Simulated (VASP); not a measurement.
The system is MgS.

```
CELL_PARAMETERS angstrom
0.00000 2.60152 2.60152
2.60152 0.00000 2.60152
2.60152 2.60152 0.00000
ATOMIC_POSITIONS crystal
Mg 0.00000 0.00000 0.00000
S 0.50000 0.50000 0.50000
```

Base run:

| Item | Value |
| --- | --- |
| Program | VASP 6.6.1 |
| Functional | PBE0 |
| Potentials or basis | VASP PAW PBE potentials, release 64 (Mg, S) |
| Cutoff | 520 eV |
| k mesh | 6 × 6 × 6 |
| Occupations | gaussian, width 0.01 eV |
| Spin | no spin polarisation |

Its results: band gap on the k mesh 4.49 eV (least direct gap 5.51 eV); pressure -0.7 GPa.

**Question.** After a change of settings the same cell gave: band gap on the k mesh 2.77 eV (least direct gap 3.71 eV); pressure 0.9 GPa. Which change was it?
A. functional from PBE0 to r2SCAN; further incar settings from ALGO = Normal; EDIFF = 1e-06; NBANDS = 11 to ALGO = Normal; EDIFF = 1e-07; NBANDS = 11
B. functional from PBE0 to PBE
C. functional from PBE0 to HSE06; further incar settings from ALGO = Normal; EDIFF = 1e-06; NBANDS = 11 to ALGO = Normal; EDIFF = 1e-07; NBANDS = 11

**Answer.** B.

Caveats: the PAW data sets were made with another functional, which shifts forces and pressure a little (at least some runs).
